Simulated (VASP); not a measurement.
Crystal: SiGe2.

```
Si Ge
1.0
     2.76337    0.00000    0.00000
    -1.38169    2.39315    0.00000
     0.00000    0.00000    8.24559
Si Ge
1 2
Direct
  0.00000 0.00000 0.00000
  0.00000 0.00000 0.32869
  0.00000 0.00000 0.67131
```

```yaml
Program: VASP 6.6.1
Task: relaxation of cell and atoms
Functional: PBE
Potentials_or_basis: VASP PAW PBE potentials, release 64 (Si, Ge_d)
Cutoff: 600 eV
k_mesh: 18 × 18 × 6
Occupations: gaussian, width 0.1 eV
Spin: no spin polarisation
```

At the start: pressure -0.5 GPa; volume 18.18 Å³/atom.

Task: How do energy, volume and symmetry change on relaxing?

Result: Over 7 steps the energy falls by 26.7 meV/atom and the volume is 17.95 Å³/atom (-1.2 %); space group P6/mmm (No. 191, to 0.05 Å).

The path:
| step | energy change (eV) | largest force (eV/Å) | pressure (GPa) | volume (Å³) |
| --- | --- | --- | --- | --- |
| 1 | 0.0000 | 0.1576 | -0.54 | 54.53 |
| 2 | -0.0795 | 0.0123 | -0.20 | 53.99 |
| 3 | -0.0801 | 0.0259 | -0.08 | 53.93 |
| 4 | -0.0801 | 0.0227 | -0.11 | 53.95 |
| 5 | -0.0801 | 0.0133 | 0.01 | 53.85 |
| 6 | -0.0801 | 0.0107 | 0.04 | 53.83 |
| 7 | -0.0802 | 0.0036 | 0.01 | 53.85 |

Final structure:
```xyz
3
Lattice="2.8114 0.0000 0.0000 -1.4057 2.4348 0.0000 0.0000 0.0000 7.8670" Properties=species:S:1:pos:R:3 pbc="T T T"
Si    0.0000    0.0000    0.0000
Ge    0.0000    0.0000    2.5803
Ge    0.0000    0.0000    5.2866
```
